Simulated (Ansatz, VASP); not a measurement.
**Two plane-wave programs on TiAl7O12**

Contents of INCAR:

```
SYSTEM = TiAl7O12
PREC = Accurate ; ENCUT = 520
EDIFF = 1E-7 ; ISMEAR = 0
SIGMA = 0.05 ; LREAL = Auto
LASPH = .True. ; NELM = 150
ALGO = Normal ; ISIF = 2
LWAVE = .False. ; LCHARG = .False.
ISPIN = 2 ; MAGMOM = 0.73 0 0 0 0 0 0 0 0 0 0 0 -0.01 0 0.01 0 0 -0.01 0.01 0
LORBIT = 11 ; LMAXMIX = 4
LDAU = .True. ; LDAUTYPE = 2
LDAUL = 2 -1 -1 ; LDAUU = 3 0 0
LDAUJ = 0 0 0 ; LDAUPRINT = 1
GGA = PS ; NBANDS = 72
```

File KPOINTS:

```
regular mesh
0
Gamma
  2 4 4
  0 0 0
```

Contents of POSCAR:

```
TiAl7O12
1.0
    4.7540000000      2.7447232000      8.6600000000
   -2.3770000000      1.3723616000      4.3300000000
    0.0000000000     -2.7447232000      4.3300000000
Ti Al O
1 7 12
Direct
    0.4310895439      0.8537105160      0.8527636424
    0.9264267930      0.8547627793      0.8512993686
    0.3208735526      0.6555021356      0.6482231232
    0.8293177831      0.6421025599      0.6492226273
    0.0708654802      0.1564182977      0.1497272491
    0.5763110345      0.1423139014      0.1448565183
    0.1736654302      0.3590265429      0.3483682482
    0.6782918938      0.3456613498      0.3530068092
    0.0281296827      0.4463916841      0.7484442691
    0.5293032891      0.4241272260      0.7551563771
    0.3747895709      0.0580149191      0.4256730192
    0.8757292654      0.0569838979      0.4456010680
    0.2159051404      0.7598022220      0.0563120279
    0.7223536465      0.7453619700      0.0561197857
    0.4737019287      0.5239427442      0.2809350925
    0.9681514637      0.5614371604      0.2513750974
    0.1232471915      0.9502754149      0.5541532602
    0.6395362994      0.9334958924      0.5396027612
    0.2637401651      0.2792296520      0.9485231222
    0.7785708453      0.2514391343      0.9406365331
```

Input for Ansatz:

```yaml
crystal:
  lattice:
    - [4.754, 2.7447232, 8.66]
    - [-2.377, 1.3723616, 4.33]
    - [0.0, -2.7447232, 4.33]
  atoms:
    - { symbol: Ti, position: [0.4310895439, 0.853710516, 0.8527636424], spin: 1.0 }
    - { symbol: Al, position: [0.926426793, 0.8547627793, 0.8512993686] }
    - { symbol: Al, position: [0.3208735526, 0.6555021356, 0.6482231232] }
    - { symbol: Al, position: [0.8293177831, 0.6421025599, 0.6492226273] }
    - { symbol: Al, position: [0.0708654802, 0.1564182977, 0.1497272491] }
    - { symbol: Al, position: [0.5763110345, 0.1423139014, 0.1448565183] }
    - { symbol: Al, position: [0.1736654302, 0.3590265429, 0.3483682482] }
    - { symbol: Al, position: [0.6782918938, 0.3456613498, 0.3530068092] }
    - { symbol: O, position: [0.0281296827, 0.4463916841, 0.7484442691] }
    - { symbol: O, position: [0.5293032891, 0.424127226, 0.7551563771] }
    - { symbol: O, position: [0.3747895709, 0.0580149191, 0.4256730192] }
    - { symbol: O, position: [0.8757292654, 0.0569838979, 0.445601068] }
    - { symbol: O, position: [0.2159051404, 0.759802222, 0.0563120279] }
    - { symbol: O, position: [0.7223536465, 0.74536197, 0.0561197857] }
    - { symbol: O, position: [0.4737019287, 0.5239427442, 0.2809350925] }
    - { symbol: O, position: [0.9681514637, 0.5614371604, 0.2513750974] }
    - { symbol: O, position: [0.1232471915, 0.9502754149, 0.5541532602] }
    - { symbol: O, position: [0.6395362994, 0.9334958924, 0.5396027612] }
    - { symbol: O, position: [0.2637401651, 0.279229652, 0.9485231222] }
    - { symbol: O, position: [0.7785708453, 0.2514391343, 0.9406365331] }
basis:
  ecutwfc: 420
  ecutrho_ratio: 4
kpoints:
  mp_grid: { grid: [2, 4, 4] }
hamiltonian:
  xc: pbesol
  hubbard:
    sites:
      - { site: 0, l: d, u_eff: 3.0, starting_ns: [{ spin: up, occupation_matrix: s0up }, { spin: down, occupation_matrix: s0down }] }
    occupation_matrices:
      s0up:
        matrix:
          - [0.57137, -0.04353, 0.24666, -0.15961, -0.36274]
          - [-0.04353, 0.02344, -0.01947, 0.0126, 0.02864]
          - [0.24666, -0.01947, 0.13035, -0.0714, -0.16228]
          - [-0.15961, 0.0126, -0.0714, 0.0662, 0.105]
          - [-0.36274, 0.02864, -0.16228, 0.105, 0.25865]
      s0down:
        matrix:
          - [0.02, 0.0, 0.0, 0.0, 0.0]
          - [0.0, 0.02, 0.0, 0.0, 0.0]
          - [0.0, 0.0, 0.02, 0.0, 0.0]
          - [0.0, 0.0, 0.0, 0.02, 0.0]
          - [0.0, 0.0, 0.0, 0.0, 0.02]
    ns_hold: { iters: 12 }
scf:
  occupations: { method: gaussian, width: 0.05 }
  lower_state_search: "off"
  max_iter: 150
output:
  forces: true
  stress: true
  eigenvalues: true
  populations: true
  hubbard: { sites: [{ site: 0, l: d }] }
magnetization:
  spin_polarized: true
```

Alike in both runs: task single point; functional PBEsol; k mesh 2 × 4 × 4; occupations gaussian, width 0.05 eV; collinear spin; Hubbard terms Ti d U = 3.0 eV.

```csv
,VASP,Ansatz
version,VASP 6.6.1,Ansatz 0.2.0
potentials or method,"VASP PAW PBE potentials, release 64 (Ti_sv, Al, O), cutoff 520 eV","scalar-relativistic, plane waves, PAW"
valence electrons in the cell,105,105
```

|  | VASP | Ansatz | Ansatz less VASP |
| --- | --- | --- | --- |
| gap on the k mesh at the Fermi level (eV) | 1.74 | 2.15 | +0.409 |
| least direct gap on the mesh (eV) | 1.92 | 2.33 | +0.410 |
| pressure (GPa) | 11.9 | 11.2 | -0.70 |
| traceless stress, the component that is largest in VASP (GPa) | -2.05 | -1.91 | +0.133 |
| rms of the force components (eV/Å) | 0.048 | 0.004 | -0.0439 |
| net moment per atom (μB) | 0.05 | 0.05 | 0.000 |
| size of the moment on the site where the two differ most (μB) | 0.89 | 0.66 | -0.225 |

VASP's potentials were made for PBE, not for PBEsol. Site moments also hang on the region over which each program counts them. The programs project onto different local orbitals, so the same U acts differently, and such runs can settle in different states. Atom by atom the forces differ by 0.046 eV/Å (rms over components). Ansatz's warnings: specified occupation not kept.
